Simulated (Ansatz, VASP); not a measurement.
SnO: VASP beside Ansatz

Contents of INCAR:

```
SYSTEM = SnO
PREC = Accurate
ENCUT = 520
EDIFF = 1E-8
ISMEAR = -1
SIGMA = 0.01
LREAL = .False.
LASPH = .True.
NELM = 100
ALGO = Normal
ISIF = 2
LWAVE = .False.
LCHARG = .False.
GGA = PS
LEFG = .True.
NBANDS = 28
```

KPOINTS

```
Automatic mesh
0
Gamma
  8 8 6
  0 0 0
```

The input POSCAR:

```
SnO
1.0
    3.8400200000      0.0000000000      0.0000000000
    0.0000000000      3.8400200000      0.0000000000
    0.0000000000      0.0000000000      4.8360000000
Sn O
2 2
Direct
    0.0000000000      0.5000000000      0.2385000000
    0.5000000000      0.0000000000      0.7615000000
    0.0000000000      0.0000000000      0.0000000000
    0.5000000000      0.5000000000      0.0000000000
```

Input for Ansatz:

```yaml
crystal:
  lattice:
    - [3.84002, 0.0, 0.0]
    - [0.0, 3.84002, 0.0]
    - [0.0, 0.0, 4.836]
  atoms:
    - { symbol: Sn, position: [0.0, 0.5, 0.2385] }
    - { symbol: Sn, position: [0.5, 0.0, 0.7615] }
    - { symbol: O, position: [0.0, 0.0, 0.0] }
    - { symbol: O, position: [0.5, 0.5, 0.0] }
kpoints:
  mp_grid: { grid: [8, 8, 6] }
scf:
  occupations: { method: fermi_dirac, width: 0.01 }
hamiltonian:
  xc: pbesol
  pseudopotentials: { kind: all_electron, datasets: crystal }
output:
  forces: true
  stress: true
  eigenvalues: true
  efg: { contact_densities: true }
```

Change from the starting cell: equal xx and yy strain of +1 %, crystal datasets.

Alike in both runs: task electric field gradients; functional PBEsol; k mesh 8 × 8 × 6; occupations fermi-dirac, width 0.01 eV; no spin polarisation.

```csv
,VASP,Ansatz
version,VASP 6.6.1,Ansatz 0.2.0
potentials or method,"VASP PAW PBE potentials, release 64 (Sn_d, O), cutoff 520 eV","all-electron PAW with datasets made for the crystal, scalar-relativistic"
```

Ansatz gave:

```
pressure (GPa)                                                : -2.0
traceless stress, the component that is largest in VASP (GPa) : 0.46
rms of the force components (eV/Å)                            : 0.070
size of Vzz on the site where it differs most (V/Å²)          : 162.7
```

Q: Estimate VASP's values.

A: Pressure (GPa): -1.8; traceless stress, the component that is largest in VASP (GPa): 0.47; rms of the force components (eV/Å): 0.036; size of Vzz on the site where it differs most (V/Å²): 156.1.

VASP's potentials were made for PBE, not for PBEsol. Atom by atom the forces differ by 0.034 eV/Å (rms over components). Ansatz ran all-electron here, and VASP with PAW potentials.
